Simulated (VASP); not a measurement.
Write the native input for VASP 6.6.1 that does the following.

```
Task                   : single point
Functional             : PBE
Potentials or basis    : VASP PAW PBE potentials, release 64 (Hg, H)
Cutoff                 : 520 eV
k mesh                 : 4 × 4 × 4
Occupations            : gaussian, width 0.1 eV
Spin                   : no spin polarisation
Dipole correction      : no
Further INCAR settings : ALGO = Normal; EDIFF = 1e-06; NBANDS = 34
```

The structure of Hg2H lies in POSCAR:

```
Hg2H
1.0
    0.0000000000      3.7699538600      3.7699538600
    3.7699538600      0.0000000000      3.7699538600
    3.7699538600      3.7699538600      0.0000000000
Hg H
4 2
Direct
    0.1458684000      0.1458684000      0.1458684000
    0.1458684000      0.1458684000      0.5623948000
    0.1458684000      0.5623948000      0.1458684000
    0.5623948000      0.1458684000      0.1458684000
    0.0000000000      0.0000000000      0.0000000000
    0.7500000000      0.7500000000      0.7500000000
```

The cell was generated, and may not be a known phase.

The input as run:

INCAR

```
  PREC = Accurate
  ENCUT = 520
  EDIFF = 1E-6
  ISMEAR = 0
  SIGMA = 0.1
  LREAL = F
  LASPH = T
  NELM = 100
  ALGO = Normal
  ISIF = 2
  LWAVE = F
  LCHARG = F
  GGA = PE
  NBANDS = 34
```

KPOINTS

```
Automatic mesh
0
Gamma
  4 4 4
```

Potentials or basis: VASP PAW PBE potentials, release 64 (Hg, H).

Launch:

```sh
$ cat potpaw_PBE.64/Hg/POTCAR potpaw_PBE.64/H/POTCAR > POTCAR
$ mpirun -np 1 vasp_std > vasp.out
```

Results of the run:

```json
{
 "Pressure": "83.1 GPa",
 "Largest force": "26.687 eV/Å",
 "Band gap on the k mesh": "zero (bands 25 and 26 overlap by 0.71 eV)"
}
```

Caveat: the k points lie up to 0.36 Å⁻¹ apart, too coarse for converged energies and pressures of a metal; spin-orbit coupling is left out, which moves the levels of the heavy elements; forces of over 1 eV/Å act on the atoms, so gaps and moduli don't describe the material at rest.

It took 17 s on 1 thread of Intel(R) Xeon(R) 6975P-C (Granite Rapids), on a shared host, peak memory 0.25 GiB.
